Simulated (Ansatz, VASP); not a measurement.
# Ni: VASP beside Ansatz

```
Ni
1.0
     0.00000    1.73757    1.73757
     1.73757    0.00000    1.73757
     1.73757    1.73757    0.00000
Ni
1
Direct
  0.00000 0.00000 0.00000
```

Alike in both runs: task single point; functional RPBE; k mesh 13 × 13 × 13; occupations gaussian, width 0.02 eV; collinear spin, ferromagnetic start.

```csv
,VASP,Ansatz
version,VASP 6.6.1,Ansatz 0.2.0
potentials or method,"VASP PAW PBE potentials, release 64 (Ni_GW)",Ansatz PAW
plane-wave cutoff (eV),550,420
valence electrons in the cell,10,18
```

VASP gave:

* gap on the k mesh at the Fermi level (eV): none
* pressure (GPa): 12.5
* net moment per atom (μB): 0.64
* size of the moment on the site where the two differ most (μB): 0.64

Problem. Estimate Ansatz's values.

Solution. gap on the k mesh at the Fermi level (eV): none; pressure (GPa): 13.9; net moment per atom (μB): 0.64; size of the moment on the site where the two differ most (μB): 0.68.

VASP's potentials were made for PBE, not for RPBE. Site moments also hang on the region over which each program counts them. A gap of «none» marks a metal or a gap that the smearing closes. With one functional, cell and mesh, what is left measures potentials, basis and numerics. VASP's potentials hold 10 valence electrons a cell and Ansatz's 18, so a difference there can come from the potentials and not from the codes.
